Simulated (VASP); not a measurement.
The system is Ca.

```
Ca
1.0
     0.00000    2.79420    2.79420
     2.79420    0.00000    2.79420
     2.79420    2.79420    0.00000
Ca
1
Direct
  0.00000 0.00000 0.00000
```

* Program: VASP 6.6.1
* Task: relaxation of volume and atoms at fixed shape
* Functional: PBEsol
* Potentials or basis: VASP PAW PBE potentials, release 64 (Ca_sv)
* Cutoff: 500 eV
* k mesh: 7 × 7 × 7
* Occupations: fermi-dirac, width 0.1 eV
* Spin: no spin polarisation

At the start: pressure -1.1 GPa; volume 43.63 Å³/atom.

Task: How do energy, volume and symmetry change on relaxing?

Result: Over 3 steps the energy falls by 11.2 meV/atom and the volume is 40.72 Å³/atom (-6.7 %); space group Fm-3m (No. 225, to 0.1 Å) before and after.

The path:
```tsv
step	energy change (eV)	largest force (eV/Å)	pressure (GPa)	volume (Å³)
1	0.0000	0.0000	-1.14	43.63
2	-0.0097	0.0000	-0.44	41.69
3	-0.0112	0.0000	-0.03	40.72
```

Final structure:
```xyz
1
Lattice="0.0000 2.7306 2.7306 2.7306 0.0000 2.7306 2.7306 2.7306 0.0000" Properties=species:S:1:pos:R:3 pbc="T T T"
Ca    0.0000    0.0000    0.0000
```

Caveat: the PAW data sets were made with another functional, which shifts forces and pressure a little.
